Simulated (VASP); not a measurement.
# Al2MoN3 (P6/mmm) in VASP: a series of runs

The runs below take Al2MoN3 through single point, relaxation of cell and atoms, with PBE.

Program: VASP 6.6.1. These are calculated values, not measurements. Logs are shortened: lines on timing, memory, paths and dates and some standing lists are left out, and cuts for length are marked.

## 1. The cell of the first run

The structure is hexagonal, space group P6/mmm (No. 191). The conventional cell has a = 6.039 Å, b = 6.039 Å, c = 3.112 Å, α = 90.00°, β = 90.00°, γ = 120.00°. Al (site symmetry -6m2) has 3 N at 1.74 Å within 2.3 Å. Mo (site symmetry 6/mmm) has 2 Mo at 3.11 Å and 12 N at 3.40 Å and 12 Al at 3.82 Å within 4.1 Å. N (site symmetry mmm) has 2 Al at 1.74 Å within 2.3 Å.

## 2. Single point, PBE, collinear spin, ferromagnetic start

Contents of INCAR:

```
  PREC = Accurate
  ENCUT = 520
  EDIFF = 1E-6
  ISMEAR = 0
  SIGMA = 0.1
  LREAL = F
  LASPH = T
  NELM = 150
  ALGO = Normal
  ISIF = 2
  LWAVE = F
  LCHARG = F
  ISPIN = 2
  MAGMOM = 0 0 1 0 0 0
  LORBIT = 11
  LMAXMIX = 4
  GGA = PE
  NBANDS = 30
```

Contents of KPOINTS:

```
regular mesh
0
Gamma
  6 6 4
```

Contents of POSCAR:

```
Al2MoN3
1.0
    6.0386048713      0.0000000000      0.0000000000
   -3.0193024357      5.2295852220      0.0000000000
    0.0000000000      0.0000000000      3.1124354322
Al Mo N
2 1 3
Direct
    0.3333333333      0.6666666667      0.5000000000
    0.6666666667      0.3333333333      0.5000000000
    0.0000000000      0.0000000000      0.0000000000
    0.5000000000      0.0000000000      0.5000000000
    0.0000000000      0.5000000000      0.5000000000
    0.5000000000      0.5000000000      0.5000000000
```

Potentials or basis: VASP PAW PBE potentials, release 64 (Al, Mo_sv, N).

Command:

```
> cat potpaw_PBE.64/Al/POTCAR potpaw_PBE.64/Mo_sv/POTCAR potpaw_PBE.64/N/POTCAR > POTCAR
> mpirun -np 1 vasp_std > vasp.out
```

OUTCAR:

```text
PREC = Accurate
   ENCUT = 520
   EDIFF = 1E-6
   ISMEAR = 0
   LREAL = F
   LASPH = T
   NELM = 150
   ISIF = 2
   ISPIN = 2
   LORBIT = 11
   GGA = PE

 ion  position               nearest neighbor table
   1  0.333  0.667  0.500-   5 1.74   4 1.74   6 1.74
   2  0.667  0.333  0.500-   5 1.74   4 1.74   6 1.74
   3  0.000  0.000  0.000-
   4  0.500  0.000  0.500-   1 1.74   2 1.74
   5  0.000  0.500  0.500-   1 1.74   2 1.74
   6  0.500  0.500  0.500-   1 1.74   2 1.74

  LATTYP: Found a hexagonal cell.
 ALAT       =     6.0386048713
 C/A-ratio  =     0.5154229327

  Lattice vectors:

 A1 = (   6.0386048713,   0.0000000000,   0.0000000000)
 A2 = (  -3.0193024357,   5.2295852220,   0.0000000000)
 A3 = (   0.0000000000,   0.0000000000,   3.1124354322)

Analysis of symmetry for initial positions (statically):
=====================================================================
 Subroutine PRICEL returns:
 Original cell was already a primitive cell.

 Routine SETGRP: Setting up the symmetry group for a
 hexagonal supercell.

 Subroutine GETGRP returns: Found 24 space group operations
 (whereof 24 operations were pure point group operations)
 out of a pool of 24 trial point group operations.

The static configuration has the point symmetry D_6h.

Analysis of symmetry for dynamics (positions and initial velocities):
=====================================================================
 Subroutine PRICEL returns:
 Original cell was already a primitive cell.

 Routine SETGRP: Setting up the symmetry group for a
 hexagonal supercell.

 Subroutine GETGRP returns: Found 24 space group operations
 (whereof 24 operations were pure point group operations)
 out of a pool of 24 trial point group operations.

The dynamic configuration has the point symmetry D_6h.

Analysis of structural, dynamic, and magnetic symmetry:
=====================================================================
 Subroutine PRICEL returns:
 Original cell was already a primitive cell.

 Routine SETGRP: Setting up the symmetry group for a
 hexagonal supercell.

 Subroutine GETGRP returns: Found 24 space group operations
 (whereof 24 operations were pure point group operations)
 out of a pool of 24 trial point group operations.

The overall configuration has the point symmetry D_6h.

 Subroutine INISYM returns: Found 24 space group operations
 (whereof 24 operations are pure point group operations),
 and found     1 'primitive' translations

----------------------------------------------------------------------------------------

                                     Primitive cell

  volume of cell :      98.2888

  direct lattice vectors                    reciprocal lattice vectors
     6.038604871  0.000000000  0.000000000     0.165601165  0.095609877  0.000000000
    -3.019302436  5.229585222  0.000000000     0.000000000  0.191219754  0.000000000
     0.000000000  0.000000000  3.112435432     0.000000000  0.000000000  0.321291806

  length of vectors
     6.038604871  6.038604871  3.112435432     0.191219754  0.191219754  0.321291806

  position of ions in fractional coordinates (direct lattice)
     0.333333333  0.666666667  0.500000000
     0.666666667  0.333333333  0.500000000
     0.000000000  0.000000000  0.000000000
     0.500000000  0.000000000  0.500000000
     0.000000000  0.500000000  0.500000000
     0.500000000  0.500000000  0.500000000

  ion indices of the primitive-cell ions
   primitive index   ion index
                 1           1
                 2           2
                 3           3
                 4           4
                 5           5
                 6           6

----------------------------------------------------------------------------------------

 KPOINTS: regular mesh

Automatic generation of k-mesh.
 Grid dimensions read from file:
 generate k-points for:    6    6    4

 Generating k-lattice:

  Cartesian coordinates                     Fractional coordinates (reciprocal lattice)
     0.027600194  0.015934980  0.000000000     0.166666667 -0.000000000  0.000000000
     0.000000000  0.031869959  0.000000000     0.000000000  0.166666667  0.000000000
     0.000000000  0.000000000  0.080322951     0.000000000  0.000000000  0.250000000

  Length of vectors
     0.031869959  0.031869959  0.080322951

  Shift w.r.t. Gamma in fractional coordinates (k-lattice)
     0.000000000  0.000000000  0.000000000

 Subroutine IBZKPT returns following result:
 ===========================================

 Found     21 irreducible k-points:

 Following reciprocal coordinates:
            Coordinates               Weight
  0.000000  0.000000  0.000000      1.000000
  0.166667  0.000000  0.000000      6.000000
  0.333333  0.000000  0.000000      6.000000
  0.500000  0.000000  0.000000      3.000000
  0.166667  0.166667  0.000000      6.000000
  0.333333  0.166667  0.000000     12.000000
[... 13 lines left out ...]
  0.333333  0.166667  0.500000     12.000000
  0.333333  0.333333  0.500000      2.000000
   k-points           NKPTS =     21   k-points in BZ     NKDIM =     21   number of bands    NBANDS=     30
   number of dos      NEDOS =    301   number of ions     NIONS =      6
   total plane-waves  NPLWV =  55296
   dimension x,y,z NGX =    48 NGY =   48 NGZ =   24
   dimension x,y,z NGXF=    96 NGYF=   96 NGZF=   48
   ions per type =               2   1   3
   NGX,Y,Z   is equivalent  to a cutoff of  13.21, 13.21, 12.82 a.u.
   NGXF,Y,Z  is equivalent  to a cutoff of  26.43, 26.43, 25.64 a.u.
 SYSTEM =  unknown system
   PREC   = accura    normal or accurate (medium, high low for compatibility)
   ISTART =      0    job   : 0-new  1-cont  2-samecut
   ICHARG =      2    charge: 1-file 2-atom 10-const
   ISPIN  =      2    spin polarized calculation?
   LNONCOLLINEAR =      F non collinear calculations
   LSORBIT =      F    spin-orbit coupling
   LASPH  =      T    aspherical Exc in radial PAW
   ENCUT  =  520.0 eV  38.22 Ry    6.18 a.u.  11.23 11.23  5.79*2*pi/ulx,y,z
   NELM   =    150;   NELMIN=  2; NELMDL= -5     # of ELM steps
   EDIFF  = 0.1E-05   stopping-criterion for ELM
   LREAL  =      F    real-space projection
   EDIFFG = 0.1E-04   stopping-criterion for IOM
   NSW    =      0    number of steps for IOM
   IBRION =     -1    ionic relax: 0-MD 1-quasi-New 2-CG
   NFREE  =      0    steps in history (QN), initial steepest desc. (CG)
   ISIF   =      2    stress and relaxation
   ISYM   =      2    0-nonsym 1-usesym 2-fastsym
   POTIM  = 0.5000    time-step for ionic-motion
   TEBEG  =    0.0;   TEEND  =   0.0 temperature during run
   PSTRESS=    0.0 pullay stress
   NELECT =      35.0000    total number of electrons
   NUPDOWN=      -1.0000    fix difference up-down
   EMIN   =  10.00;   EMAX   =-10.00  energy-range for DOS
   EFERMI =   0.00;   METHOD = LEGACY
   ISMEAR =     0;   SIGMA  =   0.10  broadening in eV -4-tet -1-fermi 0-gaus
   EFERMI_NEDOS =   21; number of points for ismear=-14 and -15
   IALGO  =     38    algorithm
   IMIX   =      4    mixing-type and parameters
     AMIX     =   0.40;   BMIX     =  1.00
     AMIX_MAG =   1.60;   BMIX_MAG =  1.00
  volume/ion in A,a.u.               =      16.38       110.55
  Fermi-wavevector in a.u.,A,eV,Ry     =   1.160369  2.192779 18.319648  1.346456
  Thomas-Fermi vector in A             =   2.296952
   LORBIT       =     11    0 simple, 1 ext, 2 COOP (PROOUT), +10 PAW based schemes
   GGA     = PE    functional components
   LHFCALC =     F    Hartree Fock is set to
   AEXX    =    0.0000 exact exchange contribution
   IVDW    =     0    specifies the selected vdW correction
   LEPSILON=     F    determine dielectric tensor
   LRPA    =     F    only Hartree local field effects (RPA)
 spin polarized calculation
 Gauss-broadening in eV      SIGMA  =   0.10
  energy-cutoff  :      520.00
  volume of cell :       98.29
 maximum number of plane-waves:      2675
 NGX is ok and might be reduce to    48
   NGX = 23   NGY = 23   NGZ = 11

 number of electron      34.9999997 magnetization       2.4992307

 Free energy of the ion-electron system (eV)
  ---------------------------------------------------
  ext. energy  EPLUGINS =         0.00000000
  ---------------------------------------------------
  free energy    TOTEN  =       -37.62376341 eV

  energy without entropy =      -37.60277681  energy(sigma->0) =      -37.61327011

 E-fermi :   3.8805     XC(G=0):  -9.5574

 val. band max:        3.8775366166   @ k =   0.1667   0.1667   0.5000
 cond. band min:       3.8870300663   @ k =   0.3333   0.0000   0.5000
 fundamental gap:      0.0094934496
 Fermi energy:         3.8805145085

 spin component 1

 k-point     1 :       0.0000    0.0000    0.0000
  band No.  band energies     occupation
      1     -58.1291      1.00000
      2     -32.3278      1.00000
      3     -32.3278      1.00000
      4     -32.1103      1.00000
      5     -10.3013      1.00000
      6      -8.8809      1.00000
[... 21 lines left out ...]
     28      11.3167      0.00000
     29      13.8246      0.00000

 k-point     2 :       0.1667    0.0000    0.0000
  band No.  band energies     occupation
      1     -58.1291      1.00000
      2     -32.3278      1.00000
      3     -32.3278      1.00000
      4     -32.1103      1.00000
      5     -10.2332      1.00000
      6      -8.9936      1.00000
[... 600 lines left out ...]
 k-point    21 :       0.3333    0.3333    0.5000
  band No.  band energies     occupation
      1     -58.1067      1.00000
      2     -32.3738      1.00000
      3     -32.3023      1.00000
      4     -32.3023      1.00000
      5      -9.0984      1.00000
      6      -9.0984      1.00000
[... 21 lines left out ...]
     28      13.6906      0.00000
     29      13.9477      0.00000
 Fermi energy:         3.8805145085

 spin component 2

 k-point     1 :       0.0000    0.0000    0.0000
  band No.  band energies     occupation
      1     -55.9330      1.00000
      2     -29.8481      1.00000
      3     -29.8052      1.00000
      4     -29.8052      1.00000
      5     -10.8789      1.00000
      6      -9.5737      1.00000
[... 21 lines left out ...]
     28      11.5596      0.00000
     29      13.7908      0.00000

 k-point     2 :       0.1667    0.0000    0.0000
  band No.  band energies     occupation
      1     -55.9330      1.00000
      2     -29.8481      1.00000
      3     -29.8052      1.00000
      4     -29.8052      1.00000
      5     -10.8157      1.00000
      6      -9.6742      1.00000
[... 600 lines left out ...]
 k-point    21 :       0.3333    0.3333    0.5000
  band No.  band energies     occupation
      1     -55.9108      1.00000
      2     -30.1140      1.00000
      3     -29.7797      1.00000
      4     -29.7797      1.00000
      5      -9.7676      1.00000
      6      -9.7676      1.00000
[... 21 lines left out ...]
     28      13.8695      0.00000
     29      13.8695      0.00000
 [bands above 29 left out]

------------------------ aborting loop because EDIFF is reached ----------------------------------------

  FORCE on cell =-STRESS in cart. coord.  units (eV):
  Direction    XX          YY          ZZ          XY          YZ          ZX
  --------------------------------------------------------------------------------------
  -------------------------------------------------------------------------------------
  Total        0.0447315      0.0447315      0.0188526     -0.0000000     -0.0000000     -0.0000000
  in kB        0.7291545      0.7291545      0.3073110     -0.0000000     -0.0000000     -0.0000000
  external PRESSURE =       0.5885400 kB  Pullay stress =       0.0000000 kB

 VOLUME and BASIS-vectors are now :
 -----------------------------------------------------------------------------
  energy-cutoff  :      520.00
  volume of cell :       98.29
      direct lattice vectors                 reciprocal lattice vectors
     6.038604871  0.000000000  0.000000000     0.165601165  0.095609877  0.000000000
    -3.019302436  5.229585222  0.000000000     0.000000000  0.191219754  0.000000000
     0.000000000  0.000000000  3.112435432     0.000000000  0.000000000  0.321291806

 POSITION                                       TOTAL-FORCE (eV/Angst)
 -----------------------------------------------------------------------------------
     -0.00000      3.48639      1.55622         0.000000     -0.000000      0.000000
      3.01930      1.74320      1.55622        -0.000000      0.000000     -0.000000
      0.00000      0.00000      0.00000         0.000000      0.000000      0.000000
      3.01930      0.00000      1.55622         0.000000      0.000000      0.000000
     -1.50965      2.61479      1.55622         0.000000      0.000000      0.000000
      1.50965      2.61479      1.55622         0.000000      0.000000      0.000000
 -----------------------------------------------------------------------------------
    total drift:                                0.000000      0.000000     -0.000000

  FREE ENERGIE OF THE ION-ELECTRON SYSTEM (eV)
  ---------------------------------------------------
  free  energy   TOTEN  =       -37.6237634075 eV

  energy  without entropy=      -37.6027768091  energy(sigma->0) =      -37.61327011

 total charge

# of ion       s       p       d       tot
------------------------------------------
    1        0.401   0.500   0.000   0.901
    2        0.401   0.500   0.000   0.901
    3        2.150   5.994   3.774  11.917
    4        1.279   2.426   0.000   3.705
    5        1.279   2.426   0.000   3.705
    6        1.279   2.426   0.000   3.705
--------------------------------------------------
tot          6.789  14.272   3.774  24.835

 magnetization (x)

# of ion       s       p       d       tot
------------------------------------------
    1        0.006   0.006   0.000   0.011
    2        0.006   0.006   0.000   0.011
    3        0.060   0.037   3.233   3.330
    4       -0.004  -0.361   0.000  -0.365
    5       -0.004  -0.361   0.000  -0.365
    6       -0.004  -0.361   0.000  -0.365
--------------------------------------------------
tot          0.059  -1.034   3.233   2.257
```

It took 1.9 min on 1 thread of Intel Xeon 6975P-C (Granite Rapids), shared host; peak memory 0.33 GiB.

Results:

* Free energy: -37.6238 eV
* Pressure: 0.1 GPa
* Net moment: 2.50 μB per cell
* Site moments: Al +0.01; Mo +3.33; N -0.36 μB
* Valence electrons inside the program's atomic spheres: Al 0.90; Mo 11.92; N 3.71

Caveat: the k points lie up to 0.50 Å⁻¹ apart.

(Continued in part 2 of 2.)
